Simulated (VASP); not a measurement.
# BaTiO3 (Amm2) in VASP: a series of runs, part 2 of 2

VASP 6.6.1.

## (4) Single point, PBE (all O atoms moved -0.150 Å, as atom 3 along Cartesian [1 -1 0])

File INCAR:

```
PREC = Accurate
ENCUT = 520
EDIFF = 1E-7
ISMEAR = 0
SIGMA = 0.05
LREAL = False
LASPH = True
NELM = 100
ALGO = Normal
ISIF = 2
LWAVE = False
LCHARG = True
GGA = PE
LELF = True
LVHAR = True
NBANDS = 28
```

File KPOINTS:

```
Automatic mesh
0
Gamma
  8 8 8
```

File POSCAR:

```
BaTiO3
1.0
    4.0192318613      0.0000000000      0.0000000000
    0.0000000000      4.0192318613      0.0000000000
    0.0000000000      0.0000000000      4.0192813205
Ba Ti O
1 1 3
Direct
    0.0000000000      0.0000000000      0.0000000000
    0.5000000000      0.5000000000      0.5000000000
    0.4736103761      0.5263896239      0.0000000000
    0.4736103761      0.0263896239      0.5000000000
   -0.0263896239      0.5263896239      0.5000000000
```

Potentials or basis: VASP PAW PBE potentials, release 64 (Ba_sv, Ti_sv, O).

On the command line:

```
$ cat potpaw_PBE.64/Ba_sv/POTCAR potpaw_PBE.64/Ti_sv/POTCAR potpaw_PBE.64/O/POTCAR > POTCAR
$ mpirun -np 1 vasp_std > vasp.out
```

OUTCAR:

```text
PREC = Accurate
   ENCUT = 520
   EDIFF = 1E-7
   ISMEAR = 0
   LREAL = False
   LASPH = True
   NELM = 100
   ISIF = 2
   GGA = PE

 ion  position               nearest neighbor table
   1  0.000  0.000  0.000-   3 2.69   4 2.77   5 2.77   4 2.77   5 2.77   3 2.85   3 2.85   5 2.92
                             5 2.92   4 2.92   4 2.92   3 2.99   2 3.48   2 3.48   2 3.48   2 3.48
   2  0.500  0.500  0.500-   4 1.91   5 1.91   3 2.02   3 2.02   4 2.12   5 2.12   1 3.48   1 3.48
                             1 3.48   1 3.48   1 3.48   1 3.48   1 3.48   1 3.48
   3  0.474  0.526  0.000-   2 2.02   2 2.02   1 2.69   1 2.85   1 2.85   1 2.99
   4  0.474  0.026  0.500-   2 1.91   2 2.12   1 2.77   1 2.77   1 2.92   1 2.92
   5  0.974  0.526  0.500-   2 1.91   2 2.12   1 2.77   1 2.77   1 2.92   1 2.92

  LATTYP: Found a simple tetragonal cell.
 ALAT       =     4.0192318613
 C/A-ratio  =     1.0000123056

  Lattice vectors:

 A1 = (   4.0192318613,   0.0000000000,   0.0000000000)
 A2 = (   0.0000000000,   4.0192318613,   0.0000000000)
 A3 = (   0.0000000000,   0.0000000000,   4.0192813205)

Analysis of symmetry for initial positions (statically):
=====================================================================
 Subroutine PRICEL returns:
[... 177 lines left out ...]

 E-fermi :   3.9557     XC(G=0): -11.1840

 val. band max:        3.7171911814   @ k =   0.5000   0.5000   0.5000
 cond. band min:       5.6882799172   @ k =   0.0000   0.0000   0.0000
 fundamental gap:      1.9710887358
 Fermi energy:         3.9557248219

 k-point     1 :       0.0000    0.0000    0.0000
  band No.  band energies     occupation
      1     -52.8311      2.00000
      2     -29.0628      2.00000
      3     -29.0604      2.00000
      4     -29.0374      2.00000
      5     -21.1029      2.00000
      6     -13.1374      2.00000
[... 733 lines left out ...]
     27      10.1784      0.00000
     28      12.1584      0.00000

 [... further k-points ...]
[... 5 lines left out ...]
  --------------------------------------------------------------------------------------
  -------------------------------------------------------------------------------------
  Total        1.5088380      1.5088380      0.8899494     -0.2885504      0.0000000      0.0000000
  in kB       37.2321980     37.2321980     21.9604575     -7.1202907      0.0000000      0.0000000
  external PRESSURE =      32.1416178 kB  Pullay stress =       0.0000000 kB

 VOLUME and BASIS-vectors are now :
 -----------------------------------------------------------------------------
  energy-cutoff  :      520.00
  volume of cell :       64.93
      direct lattice vectors                 reciprocal lattice vectors
     4.019231861  0.000000000  0.000000000     0.248803760  0.000000000  0.000000000
     0.000000000  4.019231861  0.000000000     0.000000000  0.248803760  0.000000000
     0.000000000  0.000000000  4.019281321     0.000000000  0.000000000  0.248800698

 POSITION                                       TOTAL-FORCE (eV/Angst)
 -----------------------------------------------------------------------------------
      0.00000      0.00000      0.00000        -0.330424      0.330424      0.000000
      2.00962      2.00962      2.00964         0.214059     -0.214059      0.000000
      1.90355      2.11568      0.00000         0.206102     -0.206102      0.000000
      1.90355      0.10607      2.00964         0.197925      0.287662      0.000000
      3.91317      2.11568      2.00964        -0.287662     -0.197925      0.000000
 -----------------------------------------------------------------------------------
    total drift:                                0.000386     -0.000386     -0.000000

  FREE ENERGIE OF THE ION-ELECTRON SYSTEM (eV)
  ---------------------------------------------------
  free  energy   TOTEN  =       -39.9835437301 eV

  energy  without entropy=      -39.9835437301  energy(sigma->0) =      -39.98354373
```

OSZICAR:

```text
N       E                     dE             d eps       ncg     rms          rms(c)
DAV:   1     0.435327410082E+03    0.43533E+03   -0.20902E+04  5888   0.155E+03
DAV:   2    -0.322736773346E+01   -0.43855E+03   -0.41807E+03  6636   0.427E+02
DAV:   3    -0.487374862526E+02   -0.45510E+02   -0.45069E+02  8300   0.135E+02
DAV:   4    -0.508323331925E+02   -0.20948E+01   -0.20900E+01  8768   0.252E+01
DAV:   5    -0.508963194914E+02   -0.63986E-01   -0.63974E-01  8004   0.332E+00    0.230E+01
DAV:   6    -0.401751034027E+02    0.10721E+02   -0.57194E+01  8552   0.668E+01    0.100E+01
DAV:   7    -0.401698452252E+02    0.52582E-02   -0.11124E+01  7960   0.242E+01    0.685E+00
DAV:   8    -0.399841644734E+02    0.18568E+00   -0.60123E-01  7244   0.691E+00    0.371E+00
DAV:   9    -0.400166875228E+02   -0.32523E-01   -0.42118E-01  8528   0.570E+00    0.170E+00
DAV:  10    -0.399882275332E+02    0.28460E-01   -0.18668E-01  7020   0.433E+00    0.588E-01
DAV:  11    -0.399835739367E+02    0.46536E-02   -0.19157E-02  7024   0.847E-01    0.155E-01
DAV:  12    -0.399835860463E+02   -0.12110E-04   -0.12720E-03  7092   0.291E-01    0.566E-02
DAV:  13    -0.399835414891E+02    0.44557E-04   -0.33298E-04  7200   0.186E-01    0.255E-02
DAV:  14    -0.399835460822E+02   -0.45931E-05   -0.71782E-05  8556   0.607E-02    0.158E-02
DAV:  15    -0.399835442229E+02    0.18593E-05   -0.21842E-05  7744   0.457E-02    0.826E-03
DAV:  16    -0.399835437123E+02    0.51060E-06   -0.26318E-06  6716   0.161E-02    0.761E-04
DAV:  17    -0.399835437301E+02   -0.17832E-07   -0.17428E-07  5792   0.400E-03
   1 F= -.39983544E+02 E0= -.39983544E+02  d E =-.732137E-14
```

stdout:

```text
POSCAR found type information on POSCAR BaTiO
 POSCAR found :  3 types and       5 ions
 scaLAPACK will be used
 LDA part: xc-table for (Slater+PW92), standard interpolation
 POSCAR, INCAR and KPOINTS ok, starting setup
 FFT: planning ... GRIDC
 FFT: planning ... GRID_SOFT
 FFT: planning ... GRID
 WAVECAR not read
 entering main loop
```

Wall time 82 s (1 thread of Intel Xeon 6975P-C (Granite Rapids), shared host); peak memory 0.31 GiB.

Results:

```
Free energy            : -39.9835 eV
Pressure               : 3.2 GPa
Largest force          : 0.467 eV/Å
Band gap on the k mesh : 1.97 eV (least direct gap 2.28 eV)
```

Forces on the atoms (eV/Å):
```
Ba  -0.330  0.330  0.000
Ti   0.214 -0.214  0.000
O    0.206 -0.206  0.000
O    0.198  0.288  0.000
O   -0.288 -0.198  0.000
```

Levels at points of the mesh, in eV from the valence-band top:
```tsv
k point	band 17	band 18	band 19	band 20	band 21	band 22	band 23	band 24
(0.00, 0.00, 0.00)	-1.09	-0.37	-0.36	-0.31	1.97	2.09	2.21	4.04
(0.50, 0.00, 0.00)	-1.87	-1.72	-0.83	-0.74	2.16	3.57	3.60	4.06
(0.50, 0.50, 0.00)	-1.64	-0.84	-0.82	-0.13	3.58	3.60	3.94	4.80
(0.00, 0.00, 0.50)	-1.76	-1.57	-0.98	-0.89	2.32	3.44	3.58	4.12
(0.50, 0.00, 0.50)	-1.68	-0.92	-0.90	-0.09	3.53	3.61	3.94	4.74
(0.50, 0.50, 0.50)	-2.34	-0.07	-0.04	0.00	4.11	4.17	4.21	6.54
```

Caveat: the cell differs from its parent crystal (all O atoms moved -0.150 Å, as atom 3 along Cartesian [1 -1 0]); the cell stands under pressure; spin-orbit coupling is left out, which moves the levels of the heavy elements.

## (5) Single point, PBE (all O atoms moved +0.263 Å, as atom 3 along Cartesian [1 -1 0])

File INCAR:

```
ALGO     = Normal         # electronic algorithm
EDIFF    = 1E-6           # SCF threshold, eV
ENCUT    = 520            # plane-wave cutoff, eV
GGA      = PE             # functional
ISIF     = 2              # what is computed and relaxed
ISMEAR   = 0              # smearing method
LASPH    = T              # aspherical terms in the spheres
LCHARG   = F              # write CHGCAR
LREAL    = F              # projectors in reciprocal space
LWAVE    = F              # write WAVECAR
NBANDS   = 28             # bands
NELM     = 80             # most SCF steps
PREC     = Accurate       # precision mode
SIGMA    = 0.05           # smearing width, eV
```

File KPOINTS:

```
k-points
0
Gamma
  8 8 8
```

File POSCAR:

```
BaTiO3
1.0
    4.0192318613      0.0000000000      0.0000000000
    0.0000000000      4.0192318613      0.0000000000
    0.0000000000      0.0000000000      4.0192813205
Ba Ti O
1 1 3
Direct
    0.0000000000      0.0000000000      0.0000000000
    0.5000000000      0.5000000000      0.5000000000
    0.5461818418      0.4538181582      0.0000000000
    0.5461818418     -0.0461818418      0.5000000000
    0.0461818418      0.4538181582      0.5000000000
```

On the command line:

```
$ cat potpaw_PBE.64/Ba_sv/POTCAR potpaw_PBE.64/Ti_sv/POTCAR potpaw_PBE.64/O/POTCAR > POTCAR
$ mpirun -np 1 vasp_std > vasp.out
```

Wall time 80 s (1 thread of Intel Xeon 6975P-C (Granite Rapids), shared host); peak memory 0.31 GiB.

Results (log left out):

```yaml
Free_energy: -39.9089 eV
Pressure: 6.4 GPa
Largest_force: 0.914 eV/Å
Band_gap_on_the_k_mesh: 2.40 eV (least direct gap 2.89 eV)
```

Forces on the atoms (eV/Å):
```
Ba   0.647 -0.647  0.000
Ti   0.305 -0.305  0.000
O   -0.487  0.487  0.000
O   -0.410  0.054  0.000
O   -0.054  0.410  0.000
```

Stress tensor (GPa, compression positive):
```
 8.08 -1.80  0.00
-1.80  8.08  0.00
 0.00  0.00  3.18
```

Levels at points of the mesh, in eV from the valence-band top:
| k point | band 17 | band 18 | band 19 | band 20 | band 21 | band 22 | band 23 | band 24 |
| --- | --- | --- | --- | --- | --- | --- | --- | --- |
| (0.00, 0.00, 0.00) | -1.20 | -0.64 | -0.59 | -0.49 | 2.40 | 2.65 | 2.92 | 4.42 |
| (0.50, 0.00, 0.00) | -1.98 | -1.61 | -1.01 | -0.78 | 2.63 | 3.82 | 3.90 | 4.46 |
| (0.50, 0.50, 0.00) | -1.54 | -0.79 | -0.75 | -0.19 | 3.86 | 3.91 | 4.09 | 5.04 |
| (0.00, 0.00, 0.50) | -1.69 | -1.36 | -1.29 | -1.19 | 3.03 | 3.44 | 3.85 | 4.63 |
| (0.50, 0.00, 0.50) | -1.61 | -0.99 | -0.93 | -0.11 | 3.66 | 3.91 | 4.14 | 4.88 |
| (0.50, 0.50, 0.50) | -2.22 | -0.20 | -0.10 | 0.00 | 4.16 | 4.31 | 4.43 | 6.44 |

Caveat: the cell differs from its parent crystal (all O atoms moved +0.263 Å, as atom 3 along Cartesian [1 -1 0]); the cell stands under pressure; spin-orbit coupling is left out, which moves the levels of the heavy elements. A k mesh can miss the band edges.

## (6) The runs side by side

```tsv
cell	gap on the mesh (eV)	pressure (GPa)	largest force (eV/Å)
as given, atomic positions A	2.58	8.0	1.10
as given, atomic positions B	2.24	5.2	0.75
as given, atomic positions C	1.97	3.2	0.47
as given, atomic positions D	2.40	6.4	0.91
```

Alike in all rows: task single point; level PBE; potentials or basis VASP PAW PBE potentials, release 64 (Ba_sv, Ti_sv, O); no spin polarisation; k mesh 8 × 8 × 8; cutoff (eV) 520; smearing gaussian 0.05 eV.

Caveats: the cell stands under pressure; spin-orbit coupling is left out, which moves the levels of the heavy elements; forces of over 1 eV/Å act on the atoms, so gaps and moduli don't describe the material at rest (at least some runs).

Total energies depend on the potentials used, so only differences within one code and one set of settings carry meaning.
